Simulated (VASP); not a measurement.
Ca3Hg: single point with LDA

The system is Ca3Hg.

```
CELL_PARAMETERS angstrom
4.96038 0.00000 0.00000
0.00000 4.96038 0.00000
0.00000 0.00000 4.96038
ATOMIC_POSITIONS crystal
Ca 0.50000 0.00000 0.00000
Ca 0.00000 0.00000 0.50000
Ca 0.00000 0.50000 0.00000
Hg 0.50000 0.50000 0.50000
```

* Program: VASP 6.6.1
* Task: single point
* Functional: LDA
* Potentials or basis: VASP PAW LDA potentials, release 64 (Ca_sv, Hg)
* Cutoff: 520 eV
* k mesh: 5 × 5 × 5
* Occupations: fermi-dirac, width 0.1 eV
* Spin: no spin polarisation
* Dipole correction: no
* Further INCAR settings: ALGO = Normal; EDIFF = 1e-06; NBANDS = 29

| Property | Result |
| --- | --- |
| Pressure | -1.2 GPa |
| Band gap on the k mesh | zero (band 21 reaches 3.37 eV, above the bottom of band 22 at 2.68 eV) |

Levels at points of the mesh, in eV from the Fermi level:
```
           k point  band 19  band 20  band 21  band 22  band 23  band 24
(0.00, 0.00, 0.00)    -1.70     0.62     0.62     1.03     1.03     1.03
```

It took 50 s on 1 thread of AMD EPYC 7R43 64-Core Processor (Zen 3), on a shared host, peak memory 0.17 GiB.

Caveat: spin-orbit coupling is left out, which moves the levels of the heavy elements.
